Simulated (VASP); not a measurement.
# KCoF3 (Pm-3m) in VASP: further runs, part 2 of 2

VASP 6.6.1. The steps go on from the part before.

## 3. Single point, LDA+U, collinear spin, ferromagnetic start

Input file INCAR:

```
SYSTEM = KCoF3
PREC = Accurate ; ENCUT = 520
EDIFF = 1E-7 ; ISMEAR = -1
SIGMA = 0.02 ; LREAL = .False.
LASPH = .True. ; NELM = 150
ALGO = Normal ; ISIF = 2
LWAVE = .False. ; LCHARG = .True.
ISPIN = 2 ; MAGMOM = 0 0 0 0 3
LORBIT = 11 ; LMAXMIX = 4
LDAU = .True. ; LDAUTYPE = 2
LDAUL = -1 -1 2 ; LDAUU = 0 0 3.32
LDAUJ = 0 0 0 ; LDAUPRINT = 1
LELF = .True. ; LVHAR = .True.
NBANDS = 32
```

Input file KPOINTS:

```
Automatic mesh
0
Gamma
  5 5 5
  0 0 0
```

Input file POSCAR:

```
KCoF3
1.0
    4.0710000000      0.0000000000      0.0000000000
    0.0000000000      4.0710000000      0.0000000000
    0.0000000000      0.0000000000      4.0710000000
K F Co
1 3 1
Direct
    0.0000000000      0.0000000000      0.0000000000
    0.0000000000      0.5000000000      0.5000000000
    0.5000000000      0.0000000000      0.5000000000
    0.5000000000      0.5000000000      0.0000000000
    0.5000000000      0.5000000000      0.5000000000
```

Potentials or basis: VASP PAW LDA potentials, release 64 (K_sv, F, Co).

The run is started by

```console
$ cat potpaw_LDA.64/K_sv/POTCAR potpaw_LDA.64/F/POTCAR potpaw_LDA.64/Co/POTCAR > POTCAR
$ mpirun -np 1 vasp_std > vasp.out
```

OUTCAR:

```text
SYSTEM = KCoF3
   PREC = Accurate
   ENCUT = 520
   EDIFF = 1E-7
   ISMEAR = -1
   LREAL = .False.
   LASPH = .True.
   NELM = 150
   ISIF = 2
   ISPIN = 2
   LORBIT = 11

 ion  position               nearest neighbor table
   1  0.000  0.000  0.000-
   2  0.000  0.500  0.500-   5 2.04   5 2.04
   3  0.500  0.000  0.500-   5 2.04   5 2.04
   4  0.500  0.500  0.000-   5 2.04   5 2.04
   5  0.500  0.500  0.500-   2 2.04   3 2.04   4 2.04   4 2.04   3 2.04   2 2.04

  LATTYP: Found a simple cubic cell.
 ALAT       =     4.0710000000

  Lattice vectors:

[... 930 lines left out ...]
     0.000000000  0.000000000  4.071000000     0.000000000  0.000000000  0.245639892

 POSITION                                       TOTAL-FORCE (eV/Angst)
 -----------------------------------------------------------------------------------
      0.00000      0.00000      0.00000         0.000000      0.000000      0.000000
      0.00000      2.03550      2.03550         0.000000      0.000000      0.000000
      2.03550      0.00000      2.03550         0.000000      0.000000      0.000000
      2.03550      2.03550      0.00000         0.000000      0.000000      0.000000
      2.03550      2.03550      2.03550         0.000000      0.000000      0.000000
 -----------------------------------------------------------------------------------
    total drift:                                0.000000      0.000000     -0.000000

  FREE ENERGIE OF THE ION-ELECTRON SYSTEM (eV)
  ---------------------------------------------------
  free  energy   TOTEN  =       -25.2789044705 eV

  energy  without entropy=      -25.2653767401  energy(sigma->0) =      -25.27214061

 total charge

# of ion       s       p       d       tot
------------------------------------------
    1        1.951   5.562   0.023   7.536
    2        1.722   4.333   0.000   6.055
    3        1.722   4.333   0.000   6.055
    4        1.722   4.333   0.000   6.055
    5        0.265   0.344   7.136   7.745
--------------------------------------------------
tot          7.383  18.905   7.160  33.448

 magnetization (x)

# of ion       s       p       d       tot
------------------------------------------
    1       -0.000  -0.000  -0.000  -0.001
    2        0.005   0.071   0.000   0.077
    3        0.005   0.071   0.000   0.077
    4        0.005   0.071   0.000   0.077
    5        0.014   0.015   2.728   2.757
--------------------------------------------------
tot          0.030   0.229   2.728   2.987
```

It took 59 s on 1 thread of AMD EPYC 7R13, shared host; peak memory 0.15 GiB.

Results:

```
Free energy                                           : -25.2789 eV
Pressure                                              : -7.7 GPa
Band gap on the k mesh                                : zero (filled and empty bands overlap)
Net moment                                            : 3.00 μB per cell
Site moments                                          : K -0.00; F +0.08; Co +2.76 μB
Valence electrons inside the program's atomic spheres : K 7.54; F 6.05; Co 7.75
```

Levels at points of the mesh, in eV from the Fermi level:
Spin up:
| k point | band 19 | band 20 | band 21 | band 22 | band 23 | band 24 |
| --- | --- | --- | --- | --- | --- | --- |
| (0.00, 0.00, 0.00) | -3.68 | -3.68 | -3.68 | 2.90 | 6.68 | 6.68 |
Spin down:
| k point | band 17 | band 18 | band 19 | band 20 | band 21 | band 22 |
| --- | --- | --- | --- | --- | --- | --- |
| (0.00, 0.00, 0.00) | -0.61 | -0.61 | -0.61 | 2.07 | 2.07 | 3.14 |

Eigenvalues of the final occupation matrices:
```
    site  spin  trace               eigenvalues
site 5 d     1   4.95  0.97 0.97 0.97 1.02 1.02
site 5 d     2   2.22  0.11 0.11 0.66 0.66 0.66
```

Caveat: a cell with one magnetic atom can't hold antiferromagnetic order, which such compounds often take. The state reached can hang on the start; a lower one may exist.

## 4. Single point, LDA+U, collinear spin, ferromagnetic start

Input file INCAR:

```
SYSTEM = KCoF3
  PREC = Accurate
  ENCUT = 520
  EDIFF = 1E-6
  ISMEAR = -1
  SIGMA = 0.02
  LREAL = .False.
  LASPH = .True.
  NELM = 150
  ALGO = Normal
  ISIF = 2
  LWAVE = .False.
  LCHARG = .True.
  ISPIN = 2
  MAGMOM = 0 0 0 0 3
  LORBIT = 11
  LMAXMIX = 4
  LDAU = .True.
  LDAUTYPE = 2
  LDAUL = -1 -1 2
  LDAUU = 0 0 3.32
  LDAUJ = 0 0 0
  LDAUPRINT = 1
  GGA = CA
  LELF = .True.
  LVHAR = .True.
  NBANDS = 32
```

Input file KPOINTS:

```
regular mesh
0
Gamma
  5 5 5
  0 0 0
```

POSCAR is that of step 3.

The run is started by

```console
$ cat potpaw_LDA.64/K_sv/POTCAR potpaw_LDA.64/F/POTCAR potpaw_LDA.64/Co/POTCAR > POTCAR
$ mpirun -np 1 vasp_std > vasp.out
```

Wall time 63 s (1 thread of AMD EPYC 7R13, shared host); peak memory 0.15 GiB.

The run converged. Its results:

| Quantity | Value |
| --- | --- |
| Free energy | -25.2789 eV |
| Pressure | -7.7 GPa |
| Band gap on the k mesh | zero (filled and empty bands overlap) |
| Net moment | 3.00 μB per cell |
| Site moments | K -0.00; F +0.08; Co +2.76 μB |
| Valence electrons inside the program's atomic spheres | K 7.54; F 6.05; Co 7.75 |

Levels at points of the mesh, in eV from the Fermi level:
Spin up:
| k point | band 18 | band 19 | band 20 | band 21 | band 22 | band 23 | band 24 | band 25 |
| --- | --- | --- | --- | --- | --- | --- | --- | --- |
| (0.00, 0.00, 0.00) | -3.69 | -3.68 | -3.68 | -3.68 | 2.90 | 6.68 | 6.68 | 8.75 |
Spin down:
| k point | band 15 | band 16 | band 17 | band 18 | band 19 | band 20 | band 21 | band 22 | band 23 | band 24 |
| --- | --- | --- | --- | --- | --- | --- | --- | --- | --- | --- |
| (0.00, 0.00, 0.00) | -3.54 | -3.54 | -0.61 | -0.61 | -0.61 | 2.07 | 2.07 | 3.14 | 6.70 | 6.70 |

Eigenvalues of the final occupation matrices:
```csv
site,spin,trace,eigenvalues
site 5 d,1,4.95,0.97 0.97 0.97 1.02 1.02
site 5 d,2,2.22,0.11 0.11 0.66 0.66 0.66
```

Caveat: a cell with one magnetic atom can't hold antiferromagnetic order, which such compounds often take. The state reached can hang on the start; a lower one may exist.

## 5. Single point, LDA+U, collinear spin, ferromagnetic start

Input file INCAR:

```
PREC = Accurate
ENCUT = 520
EDIFF = 1E-6
ISMEAR = -1
SIGMA = 0.02
LREAL = False
LASPH = True
NELM = 150
ALGO = Normal
ISIF = 2
LWAVE = False
LCHARG = True
ISPIN = 2
MAGMOM = 0 0 0 0 3
LORBIT = 11
LMAXMIX = 4
LDAU = True
LDAUTYPE = 2
LDAUL = -1 -1 2
LDAUU = 0 0 3.32
LDAUJ = 0 0 0
LDAUPRINT = 1
LELF = True
LVHAR = True
NBANDS = 32
```

Input file KPOINTS:

```
regular mesh
0
Gamma
  5 5 5
```

POSCAR is that of step 4.

Potentials or basis: VASP PAW LDA potentials, release 64 (K_sv, F, Co).

The run is started by

```console
$ cat potpaw_LDA.64/K_sv/POTCAR potpaw_LDA.64/F/POTCAR potpaw_LDA.64/Co/POTCAR > POTCAR
$ mpirun -np 1 vasp_std > vasp.out
```

OUTCAR:

```text
PREC = Accurate
   ENCUT = 520
   EDIFF = 1E-6
   ISMEAR = -1
   LREAL = False
   LASPH = True
   NELM = 150
   ISIF = 2
   ISPIN = 2
   LORBIT = 11

 ion  position               nearest neighbor table
   1  0.000  0.000  0.000-
   2  0.000  0.500  0.500-   5 2.04   5 2.04
   3  0.500  0.000  0.500-   5 2.04   5 2.04
   4  0.500  0.500  0.000-   5 2.04   5 2.04
   5  0.500  0.500  0.500-   2 2.04   3 2.04   4 2.04   4 2.04   3 2.04   2 2.04

  LATTYP: Found a simple cubic cell.
 ALAT       =     4.0710000000

  Lattice vectors:
[... 930 lines left out ...]
     0.000000000  4.071000000  0.000000000     0.000000000  0.245639892  0.000000000
     0.000000000  0.000000000  4.071000000     0.000000000  0.000000000  0.245639892

 POSITION                                       TOTAL-FORCE (eV/Angst)
 -----------------------------------------------------------------------------------
      0.00000      0.00000      0.00000         0.000000      0.000000      0.000000
      0.00000      2.03550      2.03550         0.000000      0.000000      0.000000
      2.03550      0.00000      2.03550         0.000000      0.000000      0.000000
      2.03550      2.03550      0.00000         0.000000      0.000000      0.000000
      2.03550      2.03550      2.03550         0.000000      0.000000      0.000000
 -----------------------------------------------------------------------------------
    total drift:                                0.000000      0.000000     -0.000000

  FREE ENERGIE OF THE ION-ELECTRON SYSTEM (eV)
  ---------------------------------------------------
  free  energy   TOTEN  =       -25.2789039738 eV

  energy  without entropy=      -25.2653763373  energy(sigma->0) =      -25.27214016

 total charge

# of ion       s       p       d       tot
------------------------------------------
    1        1.951   5.562   0.023   7.536
    2        1.722   4.333   0.000   6.055
    3        1.722   4.333   0.000   6.055
    4        1.722   4.333   0.000   6.055
    5        0.265   0.344   7.136   7.745
--------------------------------------------------
tot          7.383  18.905   7.160  33.448

 magnetization (x)

# of ion       s       p       d       tot
------------------------------------------
    1       -0.000  -0.000  -0.000  -0.001
    2        0.005   0.071   0.000   0.077
    3        0.005   0.071   0.000   0.077
    4        0.005   0.071   0.000   0.077
    5        0.014   0.015   2.728   2.757
--------------------------------------------------
tot          0.030   0.229   2.728   2.987
```

Run time: 58 s. Hardware: 1 thread of AMD EPYC 7R13, shared host; peak memory 0.15 GiB.

Results:

* Free energy: -25.2789 eV
* Pressure: -7.7 GPa
* Band gap on the k mesh: zero (filled and empty bands overlap)
* Net moment: 3.00 μB per cell
* Site moments: K -0.00; F +0.08; Co +2.76 μB
* Valence electrons inside the program's atomic spheres: K 7.54; F 6.05; Co 7.75

Eigenvalues of the final occupation matrices:
| site | spin | trace | eigenvalues |
| --- | --- | --- | --- |
| site 5 d | 1 | 4.95 | 0.97 0.97 0.97 1.02 1.02 |
| site 5 d | 2 | 2.22 | 0.11 0.11 0.66 0.66 0.66 |

Caveat: a cell with one magnetic atom can't hold antiferromagnetic order, which such compounds often take. The state reached can hang on the start; a lower one may exist.
